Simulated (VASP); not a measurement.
# HfN in VASP: notebook, part 2 of 2

VASP 6.6.1.

### Step 4. Single point, PBE

This run uses another cell than the first one.

INCAR reads:

```
SYSTEM = HfN
  PREC = Accurate
  ENCUT = 520
  EDIFF = 1E-6
  ISMEAR = -1
  SIGMA = 0.08
  LREAL = .FALSE.
  LASPH = .TRUE.
  NELM = 100
  ALGO = Normal
  ISIF = 2
  LWAVE = .FALSE.
  LCHARG = .FALSE.
  LDIPOL = .TRUE.
  IDIPOL = 3
  DIPOL = 0.5 0.5 0.500
  GGA = PE
  NBANDS = 32
```

KPOINTS reads:

```
Automatic mesh
0
G
  11 11 1
  0 0 0
```

POSCAR reads:

```
HfN
1.0
    3.2159806212      0.0000000000      0.0000000000
    0.0000000000      3.2159806212      0.0000000000
    0.0000000000      0.0000000000     20.5481000000
Hf N
3 3
Direct
    0.2500000000      0.2500000000      0.3957565822
    0.7500000000      0.7500000000      0.5000000646
    0.2500000000      0.2500000000      0.6042432905
    0.7500000000      0.7500000000      0.3848573857
    0.2500000000      0.2500000000      0.4999999610
    0.7500000000      0.7500000000      0.6151427160
```

Potentials or basis: VASP PAW PBE potentials, release 64 (Hf_pv, N).

Launch:

```sh
$ cat potpaw_PBE.64/Hf_pv/POTCAR potpaw_PBE.64/N/POTCAR > POTCAR
$ mpirun -np 1 vasp_std > vasp.out
```

OUTCAR:

```text
SYSTEM = HfN
   PREC = Accurate
   ENCUT = 520
   EDIFF = 1E-6
   ISMEAR = -1
   LREAL = .FALSE.
   LASPH = .TRUE.
   NELM = 100
   ISIF = 2
   GGA = PE

 ion  position               nearest neighbor table
   1  0.250  0.250  0.396-   5 2.14   4 2.29   4 2.29   4 2.29   4 2.29   2 3.12   2 3.12   2 3.12
                             2 3.12
   2  0.750  0.750  0.500-   5 2.27   5 2.27   5 2.27   5 2.27   6 2.37   4 2.37   3 3.12   3 3.12
                             3 3.12   3 3.12   1 3.12   1 3.12   1 3.12   1 3.12
   3  0.250  0.250  0.604-   5 2.14   6 2.29   6 2.29   6 2.29   6 2.29   2 3.12   2 3.12   2 3.12
                             2 3.12
   4  0.750  0.750  0.385-   1 2.29   1 2.29   1 2.29   1 2.29   2 2.37
   5  0.250  0.250  0.500-   3 2.14   1 2.14   2 2.27   2 2.27   2 2.27   2 2.27
   6  0.750  0.750  0.615-   3 2.29   3 2.29   3 2.29   3 2.29   2 2.37

  LATTYP: Found a simple tetragonal cell.
 ALAT       =     3.2159806212
 C/A-ratio  =     6.3893730779

  Lattice vectors:

 A1 = (   3.2159806212,   0.0000000000,   0.0000000000)
 A2 = (   0.0000000000,   3.2159806212,   0.0000000000)
 A3 = (   0.0000000000,   0.0000000000,  20.5481000000)

Analysis of symmetry for initial positions (statically):
=====================================================================
 Subroutine PRICEL returns:
 Original cell was already a primitive cell.

 Routine SETGRP: Setting up the symmetry group for a
 simple tetragonal supercell.

 Subroutine GETGRP returns: Found 16 space group operations
 (whereof  4 operations were pure point group operations)
 out of a pool of 16 trial point group operations.

The static configuration has the point symmetry C_2v.
 The point group associated with its full space group is D_4h.

Analysis of symmetry for dynamics (positions and initial velocities):
=====================================================================
 Subroutine PRICEL returns:
 Original cell was already a primitive cell.

 Routine SETGRP: Setting up the symmetry group for a
 simple tetragonal supercell.

 Subroutine GETGRP returns: Found 16 space group operations
 (whereof  4 operations were pure point group operations)
 out of a pool of 16 trial point group operations.

The dynamic configuration has the point symmetry C_2v.
 The point group associated with its full space group is D_4h.

 Subroutine INISYM returns: Found 16 space group operations
 (whereof  4 operations are pure point group operations),
 and found     1 'primitive' translations

----------------------------------------------------------------------------------------

                                     Primitive cell

  volume of cell :     212.5194

  direct lattice vectors                    reciprocal lattice vectors
     3.215980621  0.000000000  0.000000000     0.310947147  0.000000000  0.000000000
     0.000000000  3.215980621  0.000000000     0.000000000  0.310947147  0.000000000
     0.000000000  0.000000000 20.548100000     0.000000000  0.000000000  0.048666300

  length of vectors
     3.215980621  3.215980621 20.548100000     0.310947147  0.310947147  0.048666300

  position of ions in fractional coordinates (direct lattice)
     0.250000000  0.250000000  0.395756582
     0.750000000  0.750000000  0.500000065
     0.250000000  0.250000000  0.604243291
     0.750000000  0.750000000  0.384857386
     0.250000000  0.250000000  0.499999961
[... 61 lines left out ...]
   number of dos      NEDOS =    301   number of ions     NIONS =      6
   total plane-waves  NPLWV =  92160
   dimension x,y,z NGX =    24 NGY =   24 NGZ =  160
   dimension x,y,z NGXF=    48 NGYF=   48 NGZF=  320
   ions per type =               3   3
   NGX,Y,Z   is equivalent  to a cutoff of  12.41, 12.41, 12.94 a.u.
   NGXF,Y,Z  is equivalent  to a cutoff of  24.81, 24.81, 25.89 a.u.
 SYSTEM =  HfN
   PREC   = accura    normal or accurate (medium, high low for compatibility)
   ISTART =      0    job   : 0-new  1-cont  2-samecut
   ICHARG =      2    charge: 1-file 2-atom 10-const
   ISPIN  =      1    spin polarized calculation?
   LNONCOLLINEAR =      F non collinear calculations
   LSORBIT =      F    spin-orbit coupling
   LASPH  =      T    aspherical Exc in radial PAW
   ENCUT  =  520.0 eV  38.22 Ry    6.18 a.u.   5.98  5.98 38.21*2*pi/ulx,y,z
   NELM   =    100;   NELMIN=  2; NELMDL= -5     # of ELM steps
   EDIFF  = 0.1E-05   stopping-criterion for ELM
   LREAL  =      F    real-space projection
   EDIFFG = 0.1E-04   stopping-criterion for IOM
   NSW    =      0    number of steps for IOM
   IBRION =     -1    ionic relax: 0-MD 1-quasi-New 2-CG
   NFREE  =      0    steps in history (QN), initial steepest desc. (CG)
   ISIF   =      2    stress and relaxation
   ISYM   =      2    0-nonsym 1-usesym 2-fastsym
   POTIM  = 0.5000    time-step for ionic-motion
   TEBEG  =    0.0;   TEEND  =   0.0 temperature during run
   PSTRESS=    0.0 pullay stress
   NELECT =      45.0000    total number of electrons
   NUPDOWN=      -1.0000    fix difference up-down
   EMIN   =  10.00;   EMAX   =-10.00  energy-range for DOS
   EFERMI =   0.00;   METHOD = LEGACY
   ISMEAR =    -1;   SIGMA  =   0.08  broadening in eV -4-tet -1-fermi 0-gaus
   EFERMI_NEDOS =   21; number of points for ismear=-14 and -15
   IALGO  =     38    algorithm
   IMIX   =      4    mixing-type and parameters
     AMIX     =   0.40;   BMIX     =  1.00
     AMIX_MAG =   1.60;   BMIX_MAG =  1.00
  volume/ion in A,a.u.               =      35.42       239.03
  Fermi-wavevector in a.u.,A,eV,Ry     =   0.975767  1.843932 12.954398  0.952121
  Thomas-Fermi vector in A             =   2.106333
   LORBIT       =      0    0 simple, 1 ext, 2 COOP (PROOUT), +10 PAW based schemes
   GGA     = PE    functional components
   LHFCALC =     F    Hartree Fock is set to
   AEXX    =    0.0000 exact exchange contribution
   IVDW    =     0    specifies the selected vdW correction
   LEPSILON=     F    determine dielectric tensor
   LRPA    =     F    only Hartree local field effects (RPA)
 non-spin polarized calculation
  energy-cutoff  :      520.00
  volume of cell :      212.52
 maximum number of plane-waves:      5775
 NGX is ok and might be reduce to    24
   NGX = 11   NGY = 11   NGZ = 77

 number of electron      44.9999998 magnetization

 dipolmoment           0.000000      0.000000      0.000003 electrons x Angstroem

 Free energy of the ion-electron system (eV)
  ---------------------------------------------------
  ext. energy  EPLUGINS =         0.00000000
  ---------------------------------------------------
  free energy    TOTEN  =       -63.37924549 eV

  energy without entropy =      -63.33228967  energy(sigma->0) =      -63.35576758

 E-fermi :   1.1501     XC(G=0):  -5.1230

 val. band max:        1.1017719584   @ k =   0.3636   0.2727   0.0000
 cond. band min:       1.2229067664   @ k =   0.0909   0.0000   0.0000
 fundamental gap:      0.1211348080
 Fermi energy:         1.1501181695

 k-point     1 :       0.0000    0.0000    0.0000
  band No.  band energies     occupation
      1     -30.9081      2.00000
      2     -30.8231      2.00000
      3     -30.3614      2.00000
      4     -30.3614      2.00000
      5     -30.2911      2.00000
      6     -30.2911      2.00000
[... 724 lines left out ...]
     31       6.2389      0.00000
     32       6.3717      0.00000

------------------------ aborting loop because EDIFF is reached ----------------------------------------

 vacuum level on the upper side and lower side of the slab       (xc-potential included)        -0.241        -0.241

  FORCE on cell =-STRESS in cart. coord.  units (eV):
  Direction    XX          YY          ZZ          XY          YZ          ZX
  --------------------------------------------------------------------------------------
  -------------------------------------------------------------------------------------
  Total       -6.2513953     -6.2513953     -0.7032851      0.0000000     -0.0000000     -0.0000000
  in kB      -47.1290874    -47.1290874     -5.3020455      0.0000000     -0.0000000     -0.0000000
  external PRESSURE =     -33.1867401 kB  Pullay stress =       0.0000000 kB

 VOLUME and BASIS-vectors are now :
 -----------------------------------------------------------------------------
  energy-cutoff  :      520.00
  volume of cell :      212.52
      direct lattice vectors                 reciprocal lattice vectors
     3.215980621  0.000000000  0.000000000     0.310947147  0.000000000  0.000000000
     0.000000000  3.215980621  0.000000000     0.000000000  0.310947147  0.000000000
     0.000000000  0.000000000 20.548100000     0.000000000  0.000000000  0.048666300

 POSITION                                       TOTAL-FORCE (eV/Angst)
 -----------------------------------------------------------------------------------
      0.80400      0.80400      8.13205        -0.000000     -0.000000      0.084536
      2.41199      2.41199     10.27405        -0.000000      0.000000      0.000000
      0.80400      0.80400     12.41605         0.000000     -0.000000     -0.084536
      2.41199      2.41199      7.90809         0.000000     -0.000000      0.062133
      0.80400      0.80400     10.27405         0.000000      0.000000      0.000000
      2.41199      2.41199     12.64001        -0.000000     -0.000000     -0.062133
 -----------------------------------------------------------------------------------
    total drift:                                0.000000     -0.000000     -0.000297

  FREE ENERGIE OF THE ION-ELECTRON SYSTEM (eV)
  ---------------------------------------------------
  free  energy   TOTEN  =       -63.3792454891 eV

  energy  without entropy=      -63.3322896724  energy(sigma->0) =      -63.35576758

 vacuum level on the upper side and lower side of the slab         3.293         3.293
```

Wall time 2.9 min (1 thread of Intel Xeon 6975P-C (Granite Rapids), shared host); peak memory 0.34 GiB.

Results:

```
Free energy            : -63.3792 eV
Largest force          : 0.085 eV/Å
Band gap on the k mesh : zero (an odd number of electrons rules out a gap without spin polarisation)
```

Forces in eV/Å, atoms in the order of the input:
```
Hf   0.000  0.000  0.085
Hf   0.000  0.000  0.000
Hf   0.000  0.000 -0.085
N    0.000  0.000  0.062
N    0.000  0.000  0.000
N    0.000  0.000 -0.062
```

Caveat: spin-orbit coupling is left out, which moves the levels of the heavy elements.

### Step 5. Single point, PBE

This run uses another cell than the first one.

INCAR reads:

```
SYSTEM = HfN
ALGO = Normal
DIPOL = 0.5 0.5 0.500
EDIFF = 1E-7
ENCUT = 520
GGA = PE
IDIPOL = 3
ISIF = 2
ISMEAR = -1
LASPH = .True.
LCHARG = .False.
LDIPOL = .True.
LREAL = .False.
LWAVE = .False.
NBANDS = 32
NELM = 80
PREC = Accurate
SIGMA = 0.08
```

KPOINTS reads:

```
k-points
0
Gamma
  11 11 1
  0 0 0
```

POSCAR reads:

```
HfN
1.0
    3.2159806212      0.0000000000      0.0000000000
    0.0000000000      3.2159806212      0.0000000000
    0.0000000000      0.0000000000     20.5481000000
Hf N
3 3
Direct
    0.2500000000      0.2500000000      0.3957648066
    0.7500000000      0.7500000000      0.4999999099
    0.2500000000      0.2500000000      0.6042353671
    0.7500000000      0.7500000000      0.3847868596
    0.2500000000      0.2500000000      0.5000000522
    0.7500000000      0.7500000000      0.6152130047
```

Potentials or basis: VASP PAW PBE potentials, release 64 (Hf_pv, N).

Launch:

```sh
$ cat potpaw_PBE.64/Hf_pv/POTCAR potpaw_PBE.64/N/POTCAR > POTCAR
$ mpirun -np 1 vasp_std > vasp.out
```

OUTCAR:

```text
SYSTEM = HfN
   EDIFF = 1E-7
   ENCUT = 520
   GGA = PE
   ISIF = 2
   ISMEAR = -1
   LASPH = .True.
   LREAL = .False.
   NELM = 80
   PREC = Accurate

 ion  position               nearest neighbor table
   1  0.250  0.250  0.396-   5 2.14   4 2.29   4 2.29   4 2.29   4 2.29   2 3.12   2 3.12   2 3.12
                             2 3.12
   2  0.750  0.750  0.500-   5 2.27   5 2.27   5 2.27   5 2.27   4 2.37   6 2.37   1 3.12   1 3.12
                             1 3.12   1 3.12   3 3.12   3 3.12   3 3.12   3 3.12
   3  0.250  0.250  0.604-   5 2.14   6 2.29   6 2.29   6 2.29   6 2.29   2 3.12   2 3.12   2 3.12
                             2 3.12
   4  0.750  0.750  0.385-   1 2.29   1 2.29   1 2.29   1 2.29   2 2.37
   5  0.250  0.250  0.500-   1 2.14   3 2.14   2 2.27   2 2.27   2 2.27   2 2.27
   6  0.750  0.750  0.615-   3 2.29   3 2.29   3 2.29   3 2.29   2 2.37

  LATTYP: Found a simple tetragonal cell.
 ALAT       =     3.2159806212
 C/A-ratio  =     6.3893730779

  Lattice vectors:

 A1 = (   3.2159806212,   0.0000000000,   0.0000000000)
 A2 = (   0.0000000000,   3.2159806212,   0.0000000000)
 A3 = (   0.0000000000,   0.0000000000,  20.5481000000)

Analysis of symmetry for initial positions (statically):
=====================================================================
 Subroutine PRICEL returns:
 Original cell was already a primitive cell.

 Routine SETGRP: Setting up the symmetry group for a
 simple tetragonal supercell.

 Subroutine GETGRP returns: Found 16 space group operations
 (whereof  4 operations were pure point group operations)
 out of a pool of 16 trial point group operations.

The static configuration has the point symmetry C_2v.
 The point group associated with its full space group is D_4h.

Analysis of symmetry for dynamics (positions and initial velocities):
=====================================================================
 Subroutine PRICEL returns:
 Original cell was already a primitive cell.

 Routine SETGRP: Setting up the symmetry group for a
 simple tetragonal supercell.

 Subroutine GETGRP returns: Found 16 space group operations
[... 139 lines left out ...]
 non-spin polarized calculation
  energy-cutoff  :      520.00
  volume of cell :      212.52
 maximum number of plane-waves:      5775
 NGX is ok and might be reduce to    24
   NGX = 11   NGY = 11   NGZ = 77

 dipolmoment           0.000000      0.000000     -0.000000 electrons x Angstroem

 number of electron      44.9999998 magnetization

 dipolmoment           0.000000      0.000000      0.000044 electrons x Angstroem

 Free energy of the ion-electron system (eV)
  ---------------------------------------------------
  ext. energy  EPLUGINS =         0.00000000
  ---------------------------------------------------
  free energy    TOTEN  =       -63.37907557 eV

  energy without entropy =      -63.33233782  energy(sigma->0) =      -63.35570669

 E-fermi :   1.1500     XC(G=0):  -5.1208

 val. band max:        1.1044296352   @ k =   0.0000   0.0000   0.0000
 cond. band min:       1.2266990969   @ k =   0.0909   0.0000   0.0000
 fundamental gap:      0.1222694616
 Fermi energy:         1.1499928626

 k-point     1 :       0.0000    0.0000    0.0000
  band No.  band energies     occupation
      1     -30.9075      2.00000
      2     -30.8224      2.00000
      3     -30.3609      2.00000
      4     -30.3609      2.00000
      5     -30.2903      2.00000
      6     -30.2903      2.00000
[... 724 lines left out ...]
     31       6.2392      0.00000
     32       6.3718      0.00000

------------------------ aborting loop because EDIFF is reached ----------------------------------------

 vacuum level on the upper side and lower side of the slab       (xc-potential included)        -0.224        -0.225

  FORCE on cell =-STRESS in cart. coord.  units (eV):
  Direction    XX          YY          ZZ          XY          YZ          ZX
  --------------------------------------------------------------------------------------
  -------------------------------------------------------------------------------------
  Total       -6.2603228     -6.2603228     -0.7289996     -0.0000000      0.0000000      0.0000000
  in kB      -47.1963909    -47.1963909     -5.4959071     -0.0000000      0.0000000      0.0000000
  external PRESSURE =     -33.2962297 kB  Pullay stress =       0.0000000 kB

 VOLUME and BASIS-vectors are now :
 -----------------------------------------------------------------------------
  energy-cutoff  :      520.00
  volume of cell :      212.52
      direct lattice vectors                 reciprocal lattice vectors
     3.215980621  0.000000000  0.000000000     0.310947147  0.000000000  0.000000000
     0.000000000  3.215980621  0.000000000     0.000000000  0.310947147  0.000000000
     0.000000000  0.000000000 20.548100000     0.000000000  0.000000000  0.048666300

 POSITION                                       TOTAL-FORCE (eV/Angst)
 -----------------------------------------------------------------------------------
      0.80400      0.80400      8.13221         0.000000     -0.000000      0.077690
      2.41199      2.41199     10.27405        -0.000000      0.000000      0.000000
      0.80400      0.80400     12.41589         0.000000      0.000000     -0.077690
      2.41199      2.41199      7.90664         0.000000     -0.000000      0.073780
      0.80400      0.80400     10.27405        -0.000000      0.000000      0.000000
      2.41199      2.41199     12.64146         0.000000     -0.000000     -0.073780
 -----------------------------------------------------------------------------------
    total drift:                                0.000000     -0.000000      0.009381

  FREE ENERGIE OF THE ION-ELECTRON SYSTEM (eV)
  ---------------------------------------------------
  free  energy   TOTEN  =       -63.3790755673 eV

  energy  without entropy=      -63.3323378163  energy(sigma->0) =      -63.35570669

 vacuum level on the upper side and lower side of the slab         3.302         3.301
```

Run time: 2.3 min. Hardware: 1 thread of Intel Xeon 6975P-C (Granite Rapids), shared host; peak memory 0.34 GiB.

Results:

```
Free energy            : -63.3791 eV
Largest force          : 0.078 eV/Å
Band gap on the k mesh : zero (an odd number of electrons rules out a gap without spin polarisation)
```

Forces in eV/Å, atoms in the order of the input:
```
Hf   0.000  0.000  0.078
Hf   0.000  0.000  0.000
Hf   0.000  0.000 -0.078
N    0.000  0.000  0.074
N    0.000  0.000  0.000
N    0.000  0.000 -0.074
```

Levels at points of the mesh, in eV from the Fermi level:
| k point | band 19 | band 20 | band 21 | band 22 | band 23 | band 24 | band 25 | band 26 | band 27 | band 28 |
| --- | --- | --- | --- | --- | --- | --- | --- | --- | --- | --- |
| (0.00, 0.00, 0.00) | -2.79 | -2.79 | -2.60 | -2.60 | -2.03 | -0.55 | -0.05 | 0.25 | 0.25 | 1.04 |

Caveat: spin-orbit coupling is left out, which moves the levels of the heavy elements.

### Step 6. The runs side by side

| cell | gap on the mesh (eV) | largest force (eV/Å) |
| --- | --- | --- |
| a = 3.216, b = 3.216, c = 11.732 Å, 6 atoms, atomic positions A | none | 0.16 |
| a = 3.216, b = 3.216, c = 20.548 Å, 6 atoms, atomic positions B | none | 1.44 |
| a = 3.216, b = 3.216, c = 20.548 Å, 6 atoms, atomic positions A | none | 0.08 |

Alike in all rows: task single point; level PBE; potentials or basis VASP PAW PBE potentials, release 64 (Hf_pv, N); no spin polarisation; k mesh 11 × 11 × 1; cutoff (eV) 520; smearing fermi-dirac 0.08 eV.

Caveats: spin-orbit coupling is left out, which moves the levels of the heavy elements.

Absolute energies hang on the potentials; compare differences alone.
